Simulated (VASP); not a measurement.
# Ni (Im-3m) in VASP: a series of runs, part 2 of 2

VASP 6.6.1. Earlier steps stand in the parts before.

## Step 3: Single point, BLYP (volume scaled by 1.08)

The input, INCAR:

```
SYSTEM = Ni
PREC     = Accurate       ! precision mode
ENCUT    = 520            ! plane-wave cutoff, eV
EDIFF    = 1E-7           ! SCF threshold, eV
ISMEAR   = -1             ! smearing method
SIGMA    = 0.1            ! smearing width, eV
LREAL    = .FALSE.        ! projectors in reciprocal space
LASPH    = .TRUE.         ! aspherical terms in the spheres
NELM     = 100            ! most SCF steps
ALGO     = Normal         ! electronic algorithm
ISIF     = 2              ! what is computed and relaxed
LWAVE    = .FALSE.        ! write WAVECAR
LCHARG   = .FALSE.        ! write CHGCAR
GGA      = B5             ! functional
ALDAX    = 1.0          
AGGAX    = 1.0          
AGGAC    = 1.0          
ALDAC    = 0.0          
NBANDS   = 11             ! bands
```

The input, KPOINTS:

```
Automatic mesh
0
G
  17 17 17
  0 0 0
```

The input, POSCAR:

```
Ni
1.0
   -1.4584080510      1.4584080510      1.4584080510
    1.4584080510     -1.4584080510      1.4584080510
    1.4584080510      1.4584080510     -1.4584080510
Ni
1
Direct
    0.0000000000      0.0000000000      0.0000000000
```

Potentials or basis: VASP PAW PBE potentials, release 64 (Ni).

The run is started by

```sh
$ cat potpaw_PBE.64/Ni/POTCAR > POTCAR
$ mpirun -np 1 vasp_std > vasp.out
```

OUTCAR:

```text
SYSTEM = Ni
   PREC = Accurate
   ENCUT = 520
   EDIFF = 1E-7
   ISMEAR = -1
   LREAL = .FALSE.
   LASPH = .TRUE.
   NELM = 100
   ISIF = 2
   GGA = B5

 ion  position               nearest neighbor table
   1  0.000  0.000  0.000-

  LATTYP: Found a body centered cubic cell.
 ALAT       =     2.9168161020

  Lattice vectors:

 A1 = (  -1.4584080510,   1.4584080510,   1.4584080510)
 A2 = (   1.4584080510,  -1.4584080510,   1.4584080510)
 A3 = (   1.4584080510,   1.4584080510,  -1.4584080510)

Analysis of symmetry for initial positions (statically):
=====================================================================
 Subroutine PRICEL returns:
 Original cell was already a primitive cell.

 Routine SETGRP: Setting up the symmetry group for a
 body centered cubic supercell.

 Subroutine GETGRP returns: Found 48 space group operations
 (whereof 48 operations were pure point group operations)
 out of a pool of 48 trial point group operations.

The static configuration has the point symmetry O_h .

Analysis of symmetry for dynamics (positions and initial velocities):
=====================================================================
 Subroutine PRICEL returns:
 Original cell was already a primitive cell.

 Routine SETGRP: Setting up the symmetry group for a
 body centered cubic supercell.

 Subroutine GETGRP returns: Found 48 space group operations
 (whereof 48 operations were pure point group operations)
 out of a pool of 48 trial point group operations.

The dynamic configuration has the point symmetry O_h .

 Subroutine INISYM returns: Found 48 space group operations
 (whereof 48 operations are pure point group operations),
 and found     1 'primitive' translations

----------------------------------------------------------------------------------------

                                     Primitive cell

  volume of cell :      12.4079

  direct lattice vectors                    reciprocal lattice vectors
    -1.458408051  1.458408051  1.458408051     0.000000000  0.342839577  0.342839577
     1.458408051 -1.458408051  1.458408051     0.342839577  0.000000000  0.342839577
     1.458408051  1.458408051 -1.458408051     0.342839577  0.342839577  0.000000000

  length of vectors
     2.526036842  2.526036842  2.526036842     0.484848380  0.484848380  0.484848380

  position of ions in fractional coordinates (direct lattice)
     0.000000000  0.000000000  0.000000000

  ion indices of the primitive-cell ions
   primitive index   ion index
                 1           1

----------------------------------------------------------------------------------------

 KPOINTS: Automatic mesh

Automatic generation of k-mesh.
 Grid dimensions read from file:
 generate k-points for:   17   17   17

 Generating k-lattice:

  Cartesian coordinates                     Fractional coordinates (reciprocal lattice)
     0.000000000  0.020167034  0.020167034     0.058823529  0.000000000  0.000000000
     0.020167034  0.000000000  0.020167034     0.000000000  0.058823529  0.000000000
     0.020167034  0.020167034  0.000000000     0.000000000  0.000000000  0.058823529

  Length of vectors
     0.028520493  0.028520493  0.028520493

  Shift w.r.t. Gamma in fractional coordinates (k-lattice)
     0.000000000  0.000000000  0.000000000

 Subroutine IBZKPT returns following result:
 ===========================================

 Found    165 irreducible k-points:

 Following reciprocal coordinates:
            Coordinates               Weight
  0.000000  0.000000  0.000000      1.000000
  0.058824  0.000000  0.000000     12.000000
  0.117647  0.000000  0.000000     12.000000
  0.176471  0.000000  0.000000     12.000000
  0.235294  0.000000  0.000000     12.000000
  0.294118  0.000000  0.000000     12.000000
[... 16 lines left out ...]
  0.411765  0.117647  0.000000     48.000000
  0.176471  0.176471  0.000000     24.000000
 [... further k-points ...]
   k-points           NKPTS =    165   k-points in BZ     NKDIM =    165   number of bands    NBANDS=     11
   number of dos      NEDOS =    301   number of ions     NIONS =      1
   total plane-waves  NPLWV =   8000
   dimension x,y,z NGX =    20 NGY =   20 NGZ =   20
   dimension x,y,z NGXF=    40 NGYF=   40 NGZF=   40
   ions per type =               1
   NGX,Y,Z   is equivalent  to a cutoff of  13.16, 13.16, 13.16 a.u.
   NGXF,Y,Z  is equivalent  to a cutoff of  26.33, 26.33, 26.33 a.u.
 SYSTEM =  Ni
   PREC   = accura    normal or accurate (medium, high low for compatibility)
   ISTART =      0    job   : 0-new  1-cont  2-samecut
   ICHARG =      2    charge: 1-file 2-atom 10-const
   ISPIN  =      1    spin polarized calculation?
   LNONCOLLINEAR =      F non collinear calculations
   LSORBIT =      F    spin-orbit coupling
   LASPH  =      T    aspherical Exc in radial PAW
   ENCUT  =  520.0 eV  38.22 Ry    6.18 a.u.   4.70  4.70  4.70*2*pi/ulx,y,z
   NELM   =    100;   NELMIN=  2; NELMDL= -5     # of ELM steps
   EDIFF  = 0.1E-06   stopping-criterion for ELM
   LREAL  =      F    real-space projection
   EDIFFG = 0.1E-05   stopping-criterion for IOM
   NSW    =      0    number of steps for IOM
   IBRION =     -1    ionic relax: 0-MD 1-quasi-New 2-CG
   NFREE  =      0    steps in history (QN), initial steepest desc. (CG)
   ISIF   =      2    stress and relaxation
   ISYM   =      2    0-nonsym 1-usesym 2-fastsym
   POTIM  = 0.5000    time-step for ionic-motion
   TEBEG  =    0.0;   TEEND  =   0.0 temperature during run
   PSTRESS=    0.0 pullay stress
   NELECT =      10.0000    total number of electrons
   NUPDOWN=      -1.0000    fix difference up-down
   EMIN   =  10.00;   EMAX   =-10.00  energy-range for DOS
   EFERMI =   0.00;   METHOD = LEGACY
   ISMEAR =    -1;   SIGMA  =   0.10  broadening in eV -4-tet -1-fermi 0-gaus
   EFERMI_NEDOS =   21; number of points for ismear=-14 and -15
   IALGO  =     38    algorithm
   IMIX   =      4    mixing-type and parameters
     AMIX     =   0.40;   BMIX     =  1.00
     AMIX_MAG =   1.60;   BMIX_MAG =  1.00
  volume/ion in A,a.u.               =      12.41        83.73
  Fermi-wavevector in a.u.,A,eV,Ry     =   1.523500  2.878997 31.579831  2.321052
  Thomas-Fermi vector in A             =   2.631935
   LORBIT       =      0    0 simple, 1 ext, 2 COOP (PROOUT), +10 PAW based schemes
   GGA     = B5    functional components
   LHFCALC =     F    Hartree Fock is set to
   AEXX    =    0.0000 exact exchange contribution
   IVDW    =     0    specifies the selected vdW correction
   LEPSILON=     F    determine dielectric tensor
   LRPA    =     F    only Hartree local field effects (RPA)
 non-spin polarized calculation
  energy-cutoff  :      520.00
  volume of cell :       12.41
 maximum number of plane-waves:       358
   NGX =  9   NGY =  9   NGZ =  9

 number of electron      10.0000000 magnetization

 number of electron       9.9999998 magnetization

 Free energy of the ion-electron system (eV)
  ---------------------------------------------------
  ext. energy  EPLUGINS =         0.00000000
  ---------------------------------------------------
  free energy    TOTEN  =        -4.50923916 eV

  energy without entropy =       -4.42986340  energy(sigma->0) =       -4.46955128

 E-fermi :   7.8956     XC(G=0): -11.9163

 val. band max:        7.8950171225   @ k =  -0.4118   0.4118   0.2941
 cond. band min:       7.9061763168   @ k =  -0.2353   0.3529   0.0588
 fundamental gap:      0.0111591944
 Fermi energy:         7.8956134868

 k-point     1 :       0.0000    0.0000    0.0000
  band No.  band energies     occupation
      1       0.0824      2.00000
      2       6.3040      2.00000
      3       6.3040      2.00000
      4       6.3040      2.00000
      5       7.3960      1.98656
      6       7.3960      1.98656
      7      33.3882      0.00000
      8      33.3882      0.00000
      9      33.3882      0.00000
     10      36.7293      0.00000
     11      36.7293      0.00000

 k-point     2 :       0.0588    0.0000    0.0000
  band No.  band energies     occupation
      1       0.2129      2.00000
      2       6.2770      2.00000
      3       6.3027      2.00000
      4       6.3591      2.00000
      5       7.3691      1.98971
      6       7.3981      1.98628
      7      32.0566      0.00000
      8      33.0592      0.00000
      9      33.1184      0.00000
     10      35.2976      0.00000
     11      35.4273      0.00000
[... 295 lines left out ...]
 k-point    24 :       0.1765    0.1765    0.0000
  band No.  band energies     occupation
      1       3.1894      2.00000
      2       5.8881      2.00000
      3       5.9332      2.00000
      4       7.1584      1.99874
      5       7.5049      1.96061
      6       7.8000      1.44476
      7      22.2873      0.00000
      8      22.5810      0.00000
      9      27.8714      0.00000
     10      33.1722      0.00000
     11      35.6146      0.00000

 [... further k-points ...]
[... 5 lines left out ...]
  --------------------------------------------------------------------------------------
  -------------------------------------------------------------------------------------
  Total       -0.7999445     -0.7999445     -0.7999445     -0.0000000     -0.0000000      0.0000000
  in kB     -103.2935756   -103.2935756   -103.2935756     -0.0000000     -0.0000000      0.0000000
  external PRESSURE =    -103.2935756 kB  Pullay stress =       0.0000000 kB

 VOLUME and BASIS-vectors are now :
 -----------------------------------------------------------------------------
  energy-cutoff  :      520.00
  volume of cell :       12.41
      direct lattice vectors                 reciprocal lattice vectors
    -1.458408051  1.458408051  1.458408051     0.000000000  0.342839577  0.342839577
     1.458408051 -1.458408051  1.458408051     0.342839577  0.000000000  0.342839577
     1.458408051  1.458408051 -1.458408051     0.342839577  0.342839577  0.000000000

 POSITION                                       TOTAL-FORCE (eV/Angst)
 -----------------------------------------------------------------------------------
      0.00000      0.00000      0.00000        -0.000000      0.000000      0.000000
 -----------------------------------------------------------------------------------
    total drift:                                0.000000     -0.000000      0.000000

  FREE ENERGIE OF THE ION-ELECTRON SYSTEM (eV)
  ---------------------------------------------------
  free  energy   TOTEN  =        -4.5092391636 eV

  energy  without entropy=       -4.4298634037  energy(sigma->0) =       -4.46955128
```

Run time: 37 s. Hardware: 1 thread of Intel Xeon 8259CL, shared host; peak memory 0.14 GiB.

Results:

* Free energy: -4.5092 eV
* Pressure: -10.3 GPa
* Band gap on the k mesh: zero (band 5 reaches 8.18 eV, above the bottom of band 6 at 7.35 eV)

Caveat: the PAW data sets were made with another functional, which shifts forces and pressure a little; the run has no spin polarisation, though such a crystal can be magnetic. Spin polarisation is off, so any magnetic state and its effect on volume and gap are missing.

## Step 4: Single point, BLYP (volume scaled by 1.12)

The input, INCAR:

```
SYSTEM = Ni
  PREC = Accurate
  ENCUT = 520
  EDIFF = 1E-7
  ISMEAR = -1
  SIGMA = 0.1
  LREAL = .FALSE.
  LASPH = .TRUE.
  NELM = 80
  ALGO = Normal
  ISIF = 2
  LWAVE = .FALSE.
  LCHARG = .TRUE.
  GGA = B5
  ALDAX = 1.0
  AGGAX = 1.0
  AGGAC = 1.0
  ALDAC = 0.0
  LELF = .TRUE.
  LVHAR = .TRUE.
  NBANDS = 11
```

The input, KPOINTS:

```
regular mesh
0
G
  17 17 17
  0 0 0
```

The input, POSCAR:

```
Ni
1.0
   -1.4761952681      1.4761952681      1.4761952681
    1.4761952681     -1.4761952681      1.4761952681
    1.4761952681      1.4761952681     -1.4761952681
Ni
1
Direct
    0.0000000000      0.0000000000      0.0000000000
```

Potentials or basis: VASP PAW PBE potentials, release 64 (Ni).

The run is started by

```sh
$ cat potpaw_PBE.64/Ni/POTCAR > POTCAR
$ mpirun -np 1 vasp_std > vasp.out
```

OUTCAR:

```text
SYSTEM = Ni
   PREC = Accurate
   ENCUT = 520
   EDIFF = 1E-7
   ISMEAR = -1
   LREAL = .FALSE.
   LASPH = .TRUE.
   NELM = 80
   ISIF = 2
   GGA = B5

 ion  position               nearest neighbor table
   1  0.000  0.000  0.000-

  LATTYP: Found a body centered cubic cell.
 ALAT       =     2.9523905362

  Lattice vectors:

 A1 = (  -1.4761952681,   1.4761952681,   1.4761952681)
 A2 = (   1.4761952681,  -1.4761952681,   1.4761952681)
 A3 = (   1.4761952681,   1.4761952681,  -1.4761952681)

Analysis of symmetry for initial positions (statically):
=====================================================================
 Subroutine PRICEL returns:
 Original cell was already a primitive cell.

 Routine SETGRP: Setting up the symmetry group for a
 body centered cubic supercell.

 Subroutine GETGRP returns: Found 48 space group operations
 (whereof 48 operations were pure point group operations)
 out of a pool of 48 trial point group operations.

The static configuration has the point symmetry O_h .

Analysis of symmetry for dynamics (positions and initial velocities):
[... 158 lines left out ...]
 E-fermi :   7.4530     XC(G=0): -11.7160

 val. band max:        7.4481730336   @ k =  -0.4118  -0.4706   0.0588
 cond. band min:       7.4593164361   @ k =  -0.2353   0.3529   0.0588
 fundamental gap:      0.0111434025
 Fermi energy:         7.4530048749

 k-point     1 :       0.0000    0.0000    0.0000
  band No.  band energies     occupation
      1      -0.1362      2.00000
      2       5.9394      2.00000
      3       5.9394      2.00000
      4       5.9394      2.00000
      5       6.9761      1.98316
      6       6.9761      1.98316
      7      32.5736      0.00000
      8      32.5736      0.00000
      9      32.5736      0.00000
     10      35.4151      0.00000
     11      35.4151      0.00000
[... 309 lines left out ...]
 k-point    24 :       0.1765    0.1765    0.0000
  band No.  band energies     occupation
      1       2.9027      2.00000
      2       5.5496      2.00000
      3       5.5899      2.00000
      4       6.7514      1.99821
      5       7.0776      1.95425
      6       7.3594      1.43679
      7      21.5251      0.00000
      8      21.7336      0.00000
      9      26.9440      0.00000
     10      32.2539      0.00000
     11      34.5206      0.00000

 [... further k-points ...]
[... 5 lines left out ...]
  --------------------------------------------------------------------------------------
  -------------------------------------------------------------------------------------
  Total       -1.1173964     -1.1173964     -1.1173964      0.0000000      0.0000000      0.0000000
  in kB     -139.1318112   -139.1318112   -139.1318112      0.0000000      0.0000000      0.0000000
  external PRESSURE =    -139.1318112 kB  Pullay stress =       0.0000000 kB

 VOLUME and BASIS-vectors are now :
 -----------------------------------------------------------------------------
  energy-cutoff  :      520.00
  volume of cell :       12.87
      direct lattice vectors                 reciprocal lattice vectors
    -1.476195268  1.476195268  1.476195268     0.000000000  0.338708578  0.338708578
     1.476195268 -1.476195268  1.476195268     0.338708578  0.000000000  0.338708578
     1.476195268  1.476195268 -1.476195268     0.338708578  0.338708578  0.000000000

 POSITION                                       TOTAL-FORCE (eV/Angst)
 -----------------------------------------------------------------------------------
      0.00000      0.00000      0.00000         0.000000      0.000000      0.000000
 -----------------------------------------------------------------------------------
    total drift:                                0.000000     -0.000000      0.000000

  FREE ENERGIE OF THE ION-ELECTRON SYSTEM (eV)
  ---------------------------------------------------
  free  energy   TOTEN  =        -4.4743416902 eV

  energy  without entropy=       -4.3910438744  energy(sigma->0) =       -4.43269278
```

stdout:

```text
POSCAR found type information on POSCAR Ni
 POSCAR found :  1 types and       1 ions
 scaLAPACK will be used
 -----------------------------------------------------------------------------
|                                                                             |
|                                                                             |
|     You enforced a specific xc type in the INCAR file but a different       |
|     I HOPE YOU KNOW WHAT YOU ARE DOING!                                     |
|                                                                             |
 -----------------------------------------------------------------------------

 LDA part: xc-table for (Slater(with rela. corr.)+VWN5), standard interpolation
 POSCAR, INCAR and KPOINTS ok, starting setup
 FFT: planning ... GRIDC
 FFT: planning ... GRID_SOFT
 FFT: planning ... GRID
 WAVECAR not read
 entering main loop
```

Wall time 36 s (1 thread of Intel Xeon 8259CL, shared host); peak memory 0.14 GiB.

Results:

- Free energy: -4.4743 eV
- Pressure: -13.9 GPa
- Band gap on the k mesh: zero (band 5 reaches 7.72 eV, above the bottom of band 6 at 6.93 eV)

Caveat: the PAW data sets were made with another functional, which shifts forces and pressure a little; the run has no spin polarisation, though such a crystal can be magnetic.

## Step 5: Summary

```tsv
cell	gap on the mesh (eV)	pressure (GPa)
a = 2.494 Å, angles 109.5°, 1 atom	none	-5.7
a = 2.526 Å, angles 109.5°, 1 atom	none	-10.3
a = 2.557 Å, angles 109.5°, 1 atom	none	-13.9
```

Alike in all rows: task single point; level BLYP; potentials or basis VASP PAW PBE potentials, release 64 (Ni); no spin polarisation; k mesh 17 × 17 × 17; cutoff (eV) 520; smearing fermi-dirac 0.1 eV.

Caveats: the PAW data sets were made with another functional, which shifts forces and pressure a little; the run has no spin polarisation, though such a crystal can be magnetic.

Total energies depend on the potentials used, so only differences within one code and one set of settings carry meaning.
